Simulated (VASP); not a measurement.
# Co (Fm-3m) in VASP: a series of runs

Co is run at these levels: PBE; tasks: single point.

Everything below comes from runs of VASP 6.6.1. Logs are shortened: lines on timing, memory, paths and dates and some standing lists are left out, and cuts for length are marked.

**1. The cell of the first run**

It takes space group Fm-3m (No. 225, cubic). Conventional cell: a = 3.602 Å, b = 3.602 Å, c = 3.602 Å, α = 90.00°, β = 90.00°, γ = 90.00°. Within 3.4 Å of Co (site symmetry m-3m) lie 12 Co at 2.55 Å.

**2. Single point, PBE, collinear spin, ferromagnetic start**

The input, INCAR:

```
SYSTEM = Co
PREC = Accurate
ENCUT = 520
EDIFF = 1E-6
ISMEAR = 0
SIGMA = 0.1
LREAL = .False.
LASPH = .True.
NELM = 150
ALGO = Normal
ISIF = 2
LWAVE = .False.
LCHARG = .False.
ISPIN = 2
MAGMOM = 2.91
LORBIT = 11
NUPDOWN = 2.91
LMAXMIX = 4
GGA = PE
NBANDS = 14
```

The input, KPOINTS:

```
Automatic mesh
0
Gamma
  11 11 11
  0 0 0
```

The input, POSCAR:

```
Co
1.0
    0.0000000000      1.8011500000      1.8011500000
    1.8011500000      0.0000000000      1.8011500000
    1.8011500000      1.8011500000      0.0000000000
Co
1
Direct
    0.0000000000      0.0000000000      0.0000000000
```

Potentials or basis: VASP PAW PBE potentials, release 64 (Co).

Launch:

```
$ cat potpaw_PBE.64/Co/POTCAR > POTCAR
$ mpirun -np 1 vasp_std > vasp.out
```

OUTCAR:

```text
SYSTEM = Co
   PREC = Accurate
   ENCUT = 520
   EDIFF = 1E-6
   ISMEAR = 0
   LREAL = .False.
   LASPH = .True.
   NELM = 150
   ISIF = 2
   ISPIN = 2
   LORBIT = 11
   NUPDOWN = 2.91
   GGA = PE

 ion  position               nearest neighbor table
   1  0.000  0.000  0.000-

  LATTYP: Found a face centered cubic cell.
 ALAT       =     3.6023000000

  Lattice vectors:

 A1 = (   0.0000000000,   1.8011500000,   1.8011500000)
 A2 = (   1.8011500000,   0.0000000000,   1.8011500000)
 A3 = (   1.8011500000,   1.8011500000,   0.0000000000)

Analysis of symmetry for initial positions (statically):
=====================================================================
 Subroutine PRICEL returns:
 Original cell was already a primitive cell.

 Routine SETGRP: Setting up the symmetry group for a
 face centered cubic supercell.

 Subroutine GETGRP returns: Found 48 space group operations
 (whereof 48 operations were pure point group operations)
 out of a pool of 48 trial point group operations.

The static configuration has the point symmetry O_h .

Analysis of symmetry for dynamics (positions and initial velocities):
=====================================================================
 Subroutine PRICEL returns:
 Original cell was already a primitive cell.

 Routine SETGRP: Setting up the symmetry group for a
 face centered cubic supercell.

 Subroutine GETGRP returns: Found 48 space group operations
 (whereof 48 operations were pure point group operations)
 out of a pool of 48 trial point group operations.

The dynamic configuration has the point symmetry O_h .

Analysis of structural, dynamic, and magnetic symmetry:
=====================================================================
 Subroutine PRICEL returns:
 Original cell was already a primitive cell.

 Routine SETGRP: Setting up the symmetry group for a
 face centered cubic supercell.

 Subroutine GETGRP returns: Found 48 space group operations
 (whereof 48 operations were pure point group operations)
 out of a pool of 48 trial point group operations.

The overall configuration has the point symmetry O_h .

 Subroutine INISYM returns: Found 48 space group operations
 (whereof 48 operations are pure point group operations),
 and found     1 'primitive' translations

----------------------------------------------------------------------------------------

                                     Primitive cell

  volume of cell :      11.6864

  direct lattice vectors                    reciprocal lattice vectors
     0.000000000  1.801150000  1.801150000    -0.277600422  0.277600422  0.277600422
     1.801150000  0.000000000  1.801150000     0.277600422 -0.277600422  0.277600422
     1.801150000  1.801150000  0.000000000     0.277600422  0.277600422 -0.277600422

  length of vectors
     2.547210758  2.547210758  2.547210758     0.480818035  0.480818035  0.480818035

  position of ions in fractional coordinates (direct lattice)
     0.000000000  0.000000000  0.000000000

  ion indices of the primitive-cell ions
   primitive index   ion index
                 1           1

----------------------------------------------------------------------------------------

 KPOINTS: Automatic mesh

Automatic generation of k-mesh.
 Grid dimensions read from file:
 generate k-points for:   11   11   11

 Generating k-lattice:

  Cartesian coordinates                     Fractional coordinates (reciprocal lattice)
    -0.025236402  0.025236402  0.025236402     0.090909091  0.000000000  0.000000000
     0.025236402 -0.025236402  0.025236402     0.000000000  0.090909091  0.000000000
     0.025236402  0.025236402 -0.025236402     0.000000000  0.000000000  0.090909091

  Length of vectors
     0.043710730  0.043710730  0.043710730

  Shift w.r.t. Gamma in fractional coordinates (k-lattice)
     0.000000000  0.000000000  0.000000000

 Subroutine IBZKPT returns following result:
 ===========================================

 Found     56 irreducible k-points:

 Following reciprocal coordinates:
            Coordinates               Weight
  0.000000  0.000000  0.000000      1.000000
  0.090909  0.000000  0.000000      8.000000
  0.181818  0.000000  0.000000      8.000000
  0.272727  0.000000  0.000000      8.000000
  0.363636  0.000000  0.000000      8.000000
  0.454545  0.000000  0.000000      8.000000
[... 16 lines left out ...]
 -0.272727  0.181818  0.000000     24.000000
 -0.181818  0.181818  0.000000     12.000000
 [... further k-points ...]
   k-points           NKPTS =     56   k-points in BZ     NKDIM =     56   number of bands    NBANDS=     14
   number of dos      NEDOS =    301   number of ions     NIONS =      1
   total plane-waves  NPLWV =   8000
   dimension x,y,z NGX =    20 NGY =   20 NGZ =   20
   dimension x,y,z NGXF=    40 NGYF=   40 NGZF=   40
   ions per type =               1
   NGX,Y,Z   is equivalent  to a cutoff of  13.05, 13.05, 13.05 a.u.
   NGXF,Y,Z  is equivalent  to a cutoff of  26.11, 26.11, 26.11 a.u.
 SYSTEM =  Co
   PREC   = accura    normal or accurate (medium, high low for compatibility)
   ISTART =      0    job   : 0-new  1-cont  2-samecut
   ICHARG =      2    charge: 1-file 2-atom 10-const
   ISPIN  =      2    spin polarized calculation?
   LNONCOLLINEAR =      F non collinear calculations
   LSORBIT =      F    spin-orbit coupling
   LASPH  =      T    aspherical Exc in radial PAW
   ENCUT  =  520.0 eV  38.22 Ry    6.18 a.u.   4.74  4.74  4.74*2*pi/ulx,y,z
   NELM   =    150;   NELMIN=  2; NELMDL= -5     # of ELM steps
   EDIFF  = 0.1E-05   stopping-criterion for ELM
   LREAL  =      F    real-space projection
   EDIFFG = 0.1E-04   stopping-criterion for IOM
   NSW    =      0    number of steps for IOM
   IBRION =     -1    ionic relax: 0-MD 1-quasi-New 2-CG
   NFREE  =      0    steps in history (QN), initial steepest desc. (CG)
   ISIF   =      2    stress and relaxation
   ISYM   =      2    0-nonsym 1-usesym 2-fastsym
   POTIM  = 0.5000    time-step for ionic-motion
   TEBEG  =    0.0;   TEEND  =   0.0 temperature during run
   PSTRESS=    0.0 pullay stress
   NELECT =       9.0000    total number of electrons
   NUPDOWN=       2.9100    fix difference up-down
   EMIN   =  10.00;   EMAX   =-10.00  energy-range for DOS
   EFERMI =   0.00;   METHOD = LEGACY
   ISMEAR =     0;   SIGMA  =   0.10  broadening in eV -4-tet -1-fermi 0-gaus
   EFERMI_NEDOS =   21; number of points for ismear=-14 and -15
   IALGO  =     38    algorithm
   IMIX   =      4    mixing-type and parameters
     AMIX     =   0.40;   BMIX     =  1.00
     AMIX_MAG =   1.60;   BMIX_MAG =  1.00
  volume/ion in A,a.u.               =      11.69        78.86
  Fermi-wavevector in a.u.,A,eV,Ry     =   1.500591  2.835707 30.637253  2.251775
  Thomas-Fermi vector in A             =   2.612072
   LORBIT       =     11    0 simple, 1 ext, 2 COOP (PROOUT), +10 PAW based schemes
   GGA     = PE    functional components
   LHFCALC =     F    Hartree Fock is set to
   AEXX    =    0.0000 exact exchange contribution
   IVDW    =     0    specifies the selected vdW correction
   LEPSILON=     F    determine dielectric tensor
   LRPA    =     F    only Hartree local field effects (RPA)
 spin polarized calculation
 Gauss-broadening in eV      SIGMA  =   0.10
  energy-cutoff  :      520.00
  volume of cell :       11.69
 maximum number of plane-waves:       331
   NGX =  9   NGY =  9   NGZ =  9

 number of electron       9.0000004 magnetization       2.9100002

 Free energy of the ion-electron system (eV)
  ---------------------------------------------------
  ext. energy  EPLUGINS =         0.00000000
  ---------------------------------------------------
  free energy    TOTEN  =        -5.57842240 eV

  energy without entropy =       -5.57196950  energy(sigma->0) =       -5.57519595

 E-fermi :   8.5907     XC(G=0): -13.0355

 val. band max:       13.8577780413   @ k =  -0.3636   0.3636   0.0909
 cond. band min:       8.6035497248   @ k =   0.4545   0.3636   0.0909
 fundamental gap:     -5.2542283165
 Fermi energy:        13.8581657481

 spin component 1

 k-point     1 :       0.0000    0.0000    0.0000
  band No.  band energies     occupation
      1       0.3075      1.00000
      2       5.7170      1.00000
      3       5.7170      1.00000
      4       5.7170      1.00000
      5       6.4766      1.00000
      6       6.4766      1.00000
      7      31.3007      0.00000
      8      35.0883      0.00000
      9      35.0883      0.00000
     10      35.0883      0.00000
     11      37.8183      0.00000
     12      37.8183      0.00000
     13      37.8183      0.00000
     14      40.7431      0.00000

 k-point     2 :       0.0909    0.0000    0.0000
  band No.  band energies     occupation
      1       0.6155      1.00000
      2       5.6472      1.00000
      3       5.7807      1.00000
      4       5.7807      1.00000
      5       6.4544      1.00000
      6       6.4544      1.00000
      7      30.0477      0.00000
      8      32.7286      0.00000
      9      34.4700      0.00000
     10      34.4700      0.00000
     11      38.7432      0.00000
     12      38.7432      0.00000
     13      39.0144      0.00000
     14      42.8411      0.00000
[... 343 lines left out ...]
      1       4.0636      1.00000
      2       5.3344      1.00000
      3       5.4313      1.00000
      4       5.9856      1.00000
      5       6.6666      1.00000
      6       8.4510      1.00000
      7      19.6018      0.00000
      8      23.5722      0.00000
      9      31.9501      0.00000
     10      32.0232      0.00000
     11      38.2746      0.00000
     12      39.1368      0.00000
     13      42.9731      0.00000
     14      43.4908      0.00000

 k-point    24 :      -0.1818    0.1818    0.0000
  band No.  band energies     occupation
      1       3.1514      1.00000
      2       5.2052      1.00000
      3       5.6878      1.00000
      4       6.0973      1.00000
      5       6.3063      1.00000
      6       7.4569      1.00000
      7      23.4143      0.00000
      8      24.2445      0.00000
      9      33.6332      0.00000
     10      34.5311      0.00000
     11      36.4859      0.00000
     12      39.2736      0.00000
     13      40.0996      0.00000
     14      42.7377      0.00000

 [... further k-points ...]

 spin component 2

 k-point     1 :       0.0000    0.0000    0.0000
  band No.  band energies     occupation
      1       1.2094      1.00000
      2       8.1619      1.00000
      3       8.1619      1.00000
      4       8.1619      1.00000
      5       9.5481      0.00000
      6       9.5482      0.00000
      7      31.9273      0.00000
      8      36.1840      0.00000
      9      36.1840      0.00000
     10      36.1840      0.00000
     11      39.0281      0.00000
     12      39.0281      0.00000
     13      39.0281      0.00000
     14      41.3623      0.00000

 k-point     2 :       0.0909    0.0000    0.0000
  band No.  band energies     occupation
      1       1.5192      1.00000
      2       8.0691      1.00000
      3       8.2350      1.00000
      4       8.2350      1.00000
      5       9.5163      0.00000
      6       9.5163      0.00000
      7      30.9547      0.00000
      8      33.6298      0.00000
      9      35.6295      0.00000
     10      35.6295      0.00000
     11      39.8612      0.00000
     12      39.8650      0.00000
     13      39.8650      0.00000
     14      44.2212      0.00000
[... 343 lines left out ...]
      1       5.4133      1.00000
      2       7.4766      1.00000
      3       8.0437      1.00000
      4       8.8173      0.00068
      5       9.3564      0.00000
      6      10.9540      0.00000
      7      20.9873      0.00000
      8      24.8149      0.00000
      9      32.8463      0.00000
     10      33.2727      0.00000
     11      39.1976      0.00000
     12      40.2870      0.00000
     13      44.7898      0.00000
     14      47.0075      0.00000

 k-point    24 :      -0.1818    0.1818    0.0000
  band No.  band energies     occupation
      1       4.1772      1.00000
      2       7.4858      1.00000
      3       8.3071      0.99997
      4       8.8254      0.00045
      5       9.0769      0.00000
      6      10.2424      0.00000
      7      24.7210      0.00000
      8      25.4423      0.00000
      9      34.5015      0.00000
     10      35.7533      0.00000
     11      37.3517      0.00000
     12      40.3930      0.00000
     13      41.4638      0.00000
     14      46.1942      0.00000

 [... further k-points ...]
[... 5 lines left out ...]
  --------------------------------------------------------------------------------------
  -------------------------------------------------------------------------------------
  Total        1.2817828      1.2817828      1.2817828      0.0000000      0.0000000      0.0000000
  in kB      175.7297868    175.7297868    175.7297868      0.0000000      0.0000000      0.0000000
  external PRESSURE =     175.7297868 kB  Pullay stress =       0.0000000 kB

 VOLUME and BASIS-vectors are now :
 -----------------------------------------------------------------------------
  energy-cutoff  :      520.00
  volume of cell :       11.69
      direct lattice vectors                 reciprocal lattice vectors
     0.000000000  1.801150000  1.801150000    -0.277600422  0.277600422  0.277600422
     1.801150000  0.000000000  1.801150000     0.277600422 -0.277600422  0.277600422
     1.801150000  1.801150000  0.000000000     0.277600422  0.277600422 -0.277600422

 POSITION                                       TOTAL-FORCE (eV/Angst)
 -----------------------------------------------------------------------------------
      0.00000      0.00000      0.00000         0.000000     -0.000000     -0.000000
 -----------------------------------------------------------------------------------
    total drift:                               -0.000000     -0.000000     -0.000000

  FREE ENERGIE OF THE ION-ELECTRON SYSTEM (eV)
  ---------------------------------------------------
  free  energy   TOTEN  =        -5.5784224018 eV

  energy  without entropy=       -5.5719695003  energy(sigma->0) =       -5.57519595

 total charge

# of ion       s       p       d       tot
------------------------------------------
    1        0.497   0.610   6.969   8.075

 magnetization (x)

# of ion       s       p       d       tot
------------------------------------------
    1        0.050   0.193   2.529   2.772
```

Run time: 15 s. Hardware: 1 thread of AMD EPYC 7R13 (Zen 3), shared host; peak memory 0.11 GiB.

Results:

| Quantity | Value |
| --- | --- |
| Free energy | -5.5784 eV |
| Pressure | 17.6 GPa |
| Net moment | 2.91 μB per cell |
| Site moments | Co +2.77 μB |
| Valence electrons inside the program's atomic spheres | Co 8.07 |

Caveat: the total moment is fixed, so each spin has its own Fermi level.

(Part 1 of 2 ends here.)
